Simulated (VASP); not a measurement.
Here is a VASP 6.6.1 calculation.

File INCAR:

```
ALGO = Normal ; EDIFF = 1E-6
ENCUT = 520 ; GGA = PS
ISIF = 2 ; ISMEAR = 0
LASPH = T ; LCHARG = F
LREAL = F ; LWAVE = F
NBANDS = 16 ; NELM = 100
PREC = Accurate ; SIGMA = 0.03
```

Contents of KPOINTS:

```
k-points
0
Gamma
  12 12 12
```

Contents of POSCAR:

```
Si
1.0
   -3.2186726237      3.2186726237      1.9350659814
    3.2186726237     -3.2186726237      1.9350659814
    3.2186726237      3.2186726237     -1.9350659814
Si
4
Direct
    0.1787304307      0.1787304307      0.3574608614
    0.8212695693      0.8212695693      0.6425391386
    0.1787304307      0.8212695693      0.0000000000
    0.8212695693      0.1787304307      0.0000000000
```

Potentials or basis: VASP PAW PBE potentials, release 64 (Si).

Run with:

```sh
$ cat potpaw_PBE.64/Si/POTCAR > POTCAR
$ mpirun -np 1 vasp_std > vasp.out
```

(1) Estimate the pressure.

(2) What does it give for the band gap on the k mesh?

(3) What does it give for the largest force?

Results:

(1) 5.4 GPa.

(2) zero (bands 8 and 9 overlap by 0.11 eV).

(3) 0.681 eV/Å.

Caveat: the stress differs along the axes, from 0 to 8 GPa; semilocal functionals underestimate gaps, and a narrow one can read as zero; the PAW data sets were made with another functional, which shifts forces and pressure a little.
